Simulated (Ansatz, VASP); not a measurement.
Sn: VASP beside Ansatz

```
Sn
1.0
    -1.89465    1.89465    2.10780
     1.89465   -1.89465    2.10780
     1.89465    1.89465   -2.10780
Sn
1
Direct
  0.00000 0.00000 0.00000
```

Change from the starting cell: strain +0.1125 x Voigt [0, 0, 1, 0, 0, 0], atoms carried along.

Alike in both runs: task single point; functional PBEsol; dispersion D3(BJ); k mesh 18 × 18 × 18; occupations gaussian, width 0.15 eV; no spin polarisation.

```csv
,VASP,Ansatz
version,VASP 6.6.1,Ansatz 0.2.0
potentials or method,"VASP PAW PBE potentials, release 64 (Sn_d), cutoff 520 eV","scalar-relativistic, plane waves, PAW"
valence electrons in the cell,14,14
```

```csv
,VASP,Ansatz,Ansatz less VASP
gap on the k mesh at the Fermi level (eV),none,none,-
pressure (GPa),-7.6,-7.6,+0.06
"traceless stress, the component that is largest in VASP (GPa)",0.41,0.41,-0.002
```

VASP's potentials were made for PBE, not for PBEsol. A gap of «none» marks a metal or a gap that the smearing closes.
